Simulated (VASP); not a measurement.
# KAl4Zn (F-43m) in VASP: further runs

The runs below take KAl4Zn through relaxation of cell and atoms, single point, with PBE.

Program: VASP 6.6.1. These are calculated values, not measurements. Logs are shortened: lines on timing, memory, paths and dates and some standing lists are left out, and cuts for length are marked.

### 1 The cell of the first run

The structure is cubic, space group F-43m (No. 216). Conventional cell: a = 7.825 Å, b = 7.825 Å, c = 7.825 Å, α = 90.00°, β = 90.00°, γ = 90.00°. Within 4.3 Å of K (site symmetry -43m) lie 12 Al at 3.24 Å and 4 Zn at 3.39 Å. Al (site symmetry 3m) has 6 Al at 2.77 Å and 3 Zn at 3.24 Å and 3 K at 3.24 Å within 3.6 Å. Zn (site symmetry -43m) has 12 Al at 3.24 Å and 4 K at 3.39 Å within 4.3 Å.

### 2 Relaxation of cell and atoms, PBE

The input, INCAR:

```
SYSTEM = KAl4Zn
PREC = Accurate ; ENCUT = 600
EDIFF = 1E-6 ; ISMEAR = 0
SIGMA = 0.1 ; LREAL = .FALSE.
LASPH = .TRUE. ; NELM = 100
ALGO = Normal ; ISIF = 3
LWAVE = .FALSE. ; LCHARG = .FALSE.
GGA = PE ; IBRION = 2
NSW = 100 ; EDIFFG = -0.01
```

The input, KPOINTS:

```
Automatic mesh
0
G
  8 8 8
  0 0 0
```

The input, POSCAR:

```
KAl4Zn
1.0
    0.0000000000      3.9125835300      3.9125835300
    3.9125835300      0.0000000000      3.9125835300
    3.9125835300      3.9125835300      0.0000000000
K Al Zn
1 4 1
Direct
    0.7500000000      0.7500000000      0.7500000000
    0.8751160500      0.3749613200      0.3749613200
    0.3749613200      0.3749613200      0.3749613200
    0.3749613200      0.8751160500      0.3749613200
    0.3749613200      0.3749613200      0.8751160500
    0.0000000000      0.0000000000      0.0000000000
```

Potentials or basis: VASP PAW PBE potentials, release 64 (K_sv, Al, Zn).

On the command line:

```
cat potpaw_PBE.64/K_sv/POTCAR potpaw_PBE.64/Al/POTCAR potpaw_PBE.64/Zn/POTCAR > POTCAR
mpirun -np 1 vasp_std > vasp.out
```

OUTCAR:

```text
SYSTEM = KAl4Zn
   PREC = Accurate
   ENCUT = 600
   EDIFF = 1E-6
   ISMEAR = 0
   LREAL = .FALSE.
   LASPH = .TRUE.
   NELM = 100
   ISIF = 3
   GGA = PE
   IBRION = 2
   NSW = 100
   EDIFFG = -0.01

 ion  position               nearest neighbor table
   1  0.750  0.750  0.750-   2 3.24   4 3.24   5 3.24   3 3.24   3 3.24   3 3.24   2 3.24   5 3.24
                             4 3.24   2 3.24   4 3.24   5 3.24   6 3.39   6 3.39   6 3.39   6 3.39
   2  0.875  0.375  0.375-   3 2.77   4 2.77   5 2.77   4 2.77   5 2.77   3 2.77   1 3.24   1 3.24
                             1 3.24
   3  0.375  0.375  0.375-   2 2.77   4 2.77   5 2.77   2 2.77   4 2.77   5 2.77   1 3.24   1 3.24
                             1 3.24
   4  0.375  0.875  0.375-   2 2.77   3 2.77   5 2.77   2 2.77   5 2.77   3 2.77   1 3.24   1 3.24
                             1 3.24
   5  0.375  0.375  0.875-   2 2.77   3 2.77   4 2.77   4 2.77   2 2.77   3 2.77   1 3.24   1 3.24
                             1 3.24
   6  0.000  0.000  0.000-   1 3.39   1 3.39   1 3.39   1 3.39

  LATTYP: Found a face centered cubic cell.
 ALAT       =     7.8251670600

  Lattice vectors:

 A1 = (   0.0000000000,   3.9125835300,   3.9125835300)
 A2 = (   3.9125835300,   0.0000000000,   3.9125835300)
 A3 = (   3.9125835300,   3.9125835300,   0.0000000000)

Analysis of symmetry for initial positions (statically):
=====================================================================
 Subroutine PRICEL returns:
 Original cell was already a primitive cell.

 Routine SETGRP: Setting up the symmetry group for a
 face centered cubic supercell.

 Subroutine GETGRP returns: Found 24 space group operations
 (whereof 24 operations were pure point group operations)
 out of a pool of 48 trial point group operations.

The static configuration has the point symmetry T_d .

Analysis of symmetry for dynamics (positions and initial velocities):
=====================================================================
 Subroutine PRICEL returns:
 Original cell was already a primitive cell.

 Routine SETGRP: Setting up the symmetry group for a
 face centered cubic supercell.

 Subroutine GETGRP returns: Found 24 space group operations
 (whereof 24 operations were pure point group operations)
 out of a pool of 48 trial point group operations.

The dynamic configuration has the point symmetry T_d .

 Subroutine INISYM returns: Found 24 space group operations
[... 107 lines left out ...]
   EDIFFG = -.1E-01   stopping-criterion for IOM
   NSW    =    100    number of steps for IOM
   IBRION =      2    ionic relax: 0-MD 1-quasi-New 2-CG
   NFREE  =      1    steps in history (QN), initial steepest desc. (CG)
   ISIF   =      3    stress and relaxation
   ISYM   =      2    0-nonsym 1-usesym 2-fastsym
   POTIM  = 0.5000    time-step for ionic-motion
   TEBEG  =    0.0;   TEEND  =   0.0 temperature during run
   PSTRESS=    0.0 pullay stress
   NELECT =      33.0000    total number of electrons
   NUPDOWN=      -1.0000    fix difference up-down
   EMIN   =  10.00;   EMAX   =-10.00  energy-range for DOS
   EFERMI =   0.00;   METHOD = LEGACY
   ISMEAR =     0;   SIGMA  =   0.10  broadening in eV -4-tet -1-fermi 0-gaus
   EFERMI_NEDOS =   21; number of points for ismear=-14 and -15
   IALGO  =     38    algorithm
   IMIX   =      4    mixing-type and parameters
     AMIX     =   0.40;   BMIX     =  1.00
     AMIX_MAG =   1.60;   BMIX_MAG =  1.00
  volume/ion in A,a.u.               =      19.97       134.73
  Fermi-wavevector in a.u.,A,eV,Ry     =   1.065220  2.012973 15.438436  1.134693
  Thomas-Fermi vector in A             =   2.200764
   LORBIT       =      0    0 simple, 1 ext, 2 COOP (PROOUT), +10 PAW based schemes
   GGA     = PE    functional components
   LHFCALC =     F    Hartree Fock is set to
   AEXX    =    0.0000 exact exchange contribution
   IVDW    =     0    specifies the selected vdW correction
   LEPSILON=     F    determine dielectric tensor
   LRPA    =     F    only Hartree local field effects (RPA)
 conjugate gradient relaxation of ions
 non-spin polarized calculation
 Gauss-broadening in eV      SIGMA  =   0.10
  energy-cutoff  :      600.00
  volume of cell :      119.79
 maximum number of plane-waves:      4031
 NGX is ok and might be reduce to    48
   NGX = 23   NGY = 23   NGZ = 23

--------------------------------------- Ionic step        1  -------------------------------------------

 number of electron      33.0000010 magnetization

 Free energy of the ion-electron system (eV)
  ---------------------------------------------------
  ext. energy  EPLUGINS =         0.00000000
  ---------------------------------------------------
  free energy    TOTEN  =       -15.41427231 eV

  energy without entropy =      -15.39593035  energy(sigma->0) =      -15.40510133

------------------------ aborting loop because EDIFF is reached ----------------------------------------

  FORCE on cell =-STRESS in cart. coord.  units (eV):
  Direction    XX          YY          ZZ          XY          YZ          ZX
  --------------------------------------------------------------------------------------
  -------------------------------------------------------------------------------------
  Total        2.8085988      2.8085988      2.8085988     -0.0000000     -0.0000000      0.0000000
  in kB       37.5646563     37.5646563     37.5646563     -0.0000000     -0.0000000      0.0000000
  external PRESSURE =      37.5646563 kB  Pullay stress =       0.0000000 kB
[... 147 lines left out ...]
--------------------------------------- Ionic step        5  -------------------------------------------

 number of electron      32.9999989 magnetization

 Free energy of the ion-electron system (eV)
  ---------------------------------------------------
  ext. energy  EPLUGINS =         0.00000000
  ---------------------------------------------------
  free energy    TOTEN  =       -15.51945227 eV

  energy without entropy =      -15.50110396  energy(sigma->0) =      -15.51027812

 E-fermi :   4.2459     XC(G=0):  -9.3622

 val. band max:        4.2331850442   @ k =  -0.3750   0.1250   0.0000
 cond. band min:       4.2533031206   @ k =   0.2500   0.2500   0.0000
 fundamental gap:      0.0201180764
 Fermi energy:         4.2459440280

 k-point     1 :       0.0000    0.0000    0.0000
  band No.  band energies     occupation
      1     -25.9422      2.00000
      2      -9.5730      2.00000
      3      -9.5730      2.00000
      4      -9.5730      2.00000
      5      -4.6166      2.00000
      6      -2.5700      2.00000
[... 541 lines left out ...]
     19       5.5653      0.00000
     20       6.6697      0.00000

 [... further k-points ...]
[... 5 lines left out ...]
  --------------------------------------------------------------------------------------
  -------------------------------------------------------------------------------------
  Total        0.0141536      0.0141536      0.0141536      0.0000000      0.0000000      0.0000000
  in kB        0.1752609      0.1752609      0.1752609      0.0000000      0.0000000      0.0000000
  external PRESSURE =       0.1752609 kB  Pullay stress =       0.0000000 kB
[... 21 lines left out ...]
  FREE ENERGIE OF THE ION-ELECTRON SYSTEM (eV)
  ---------------------------------------------------
  free  energy   TOTEN  =       -15.5194522740 eV

  energy  without entropy=      -15.5011039620  energy(sigma->0) =      -15.51027812

 reached required accuracy - stopping structural energy minimisation
```

CONTCAR:

```text
KAl4Zn
   1.00000000000000
    -0.0000000000000000    4.0144024000296863    4.0144024000296863
     4.0144024000296863   -0.0000000000000000    4.0144024000296863
     4.0144024000296863    4.0144024000296863    0.0000000000000000
  K               Al              Zn
     1     4     1
Direct
     0.7500000000000000    0.7500000000000000    0.7500000000000000
     0.8745616369459778    0.3751461243513387    0.3751461243513387
     0.3751461243513387    0.3751461243513387    0.3751461243513387
     0.3751461243513387    0.8745616369459778    0.3751461243513387
     0.3751461243513387    0.3751461243513387    0.8745616369459778
     0.0000000000000000    1.0000000000000000    0.0000000000000000

  0.00000000E+00  0.00000000E+00  0.00000000E+00
  0.00000000E+00  0.00000000E+00  0.00000000E+00
  0.00000000E+00  0.00000000E+00  0.00000000E+00
  0.00000000E+00  0.00000000E+00  0.00000000E+00
  0.00000000E+00  0.00000000E+00  0.00000000E+00
  0.00000000E+00  0.00000000E+00  0.00000000E+00
```

Run time: 3.7 min. Hardware: 1 thread of AMD EPYC 9R45 (Zen 5), shared host; peak memory 0.36 GiB.

What came out:

* Free energy: -15.5195 eV
* Relaxed volume: 21.56 Å³/atom
* Relaxed cell: a = 5.677 Å, b = 5.677 Å, c = 5.677 Å, α = 60.00°, β = 60.00°, γ = 60.00°
* Space group after relaxing (to 0.05 Å): F-43m (No. 216)
* Energy gained by relaxing: 17.5 meV/atom
* Ionic steps: 5
* Pressure after relaxing: 0.0 GPa
* Largest force after relaxing: 0.006 eV/Å

Forces in eV/Å, atoms in the order of the input:
```
K    0.000  0.000  0.000
Al   0.003 -0.003 -0.003
Al   0.003  0.003  0.003
Al  -0.003  0.003 -0.003
Al  -0.003 -0.003  0.003
Zn   0.000  0.000  0.000
```

Step by step:
| step | energy change (eV) | largest force (eV/Å) | pressure (GPa) | volume (Å³) |
| --- | --- | --- | --- | --- |
| 1 | 0.0000 | 0.0347 | 3.76 | 119.79 |
| 2 | -0.1033 | 0.0147 | 0.45 | 128.09 |
| 3 | -0.1051 | 0.0118 | -0.05 | 129.59 |
| 4 | -0.1052 | 0.0121 | 0.01 | 129.39 |
| 5 | -0.1052 | 0.0057 | 0.02 | 129.39 |

Final structure:
```
K Al Zn
1.0
     0.00000    4.01440    4.01440
     4.01440    0.00000    4.01440
     4.01440    4.01440    0.00000
K Al Zn
1 4 1
Direct
  0.75000 0.75000 0.75000
  0.87456 0.37515 0.37515
  0.37515 0.37515 0.37515
  0.37515 0.87456 0.37515
  0.37515 0.37515 0.87456
  0.00000 0.00000 0.00000
```

### 3 Single point, PBE

The input, INCAR:

```
SYSTEM = KAl4Zn
ALGO     = Normal         ! electronic algorithm
EDIFF    = 1E-7           ! SCF threshold, eV
ENCUT    = 520            ! plane-wave cutoff, eV
GGA      = PE             ! functional
ISIF     = 2              ! what is computed and relaxed
ISMEAR   = 0              ! smearing method
LASPH    = .True.         ! aspherical terms in the spheres
LCHARG   = .False.        ! write CHGCAR
LREAL    = .False.        ! projectors in reciprocal space
LWAVE    = .False.        ! write WAVECAR
NBANDS   = 26             ! bands
NELM     = 100            ! most SCF steps
PREC     = Accurate       ! precision mode
SIGMA    = 0.1            ! smearing width, eV
```

The input, KPOINTS:

```
k-points
0
Gamma
  4 4 4
  0 0 0
```

POSCAR is that of step 2.

Potentials or basis: VASP PAW PBE potentials, release 64 (K_sv, Al, Zn).

On the command line:

```
cat potpaw_PBE.64/K_sv/POTCAR potpaw_PBE.64/Al/POTCAR potpaw_PBE.64/Zn/POTCAR > POTCAR
mpirun -np 1 vasp_std > vasp.out
```

It took 23 s on 1 thread of AMD EPYC 9R45 (Zen 5), shared host; peak memory 0.22 GiB.

Results (log left out):

- Free energy: -15.3680 eV
- Pressure: 3.7 GPa
- Largest force: 0.053 eV/Å

Forces on the atoms (eV/Å):
```
K    0.000  0.000  0.000
Al   0.031 -0.031 -0.031
Al   0.031  0.031  0.031
Al  -0.031  0.031 -0.031
Al  -0.031 -0.031  0.031
Zn   0.000  0.000  0.000
```

Levels at points of the mesh, in eV from the Fermi level:
```
           k point  band 14  band 15  band 16  band 17  band 18  band 19  band 20  band 21
(0.00, 0.00, 0.00)    -2.21    -1.53    -1.53    -1.53    -1.53     0.13     0.13     2.77
(0.50, 0.00, 0.00)    -2.94    -1.21    -1.21    -0.30     1.68     1.68     2.00     3.17
(0.50, 0.50, 0.00)    -3.70    -2.13     1.79     1.87     1.97     1.97     2.58     2.72
```
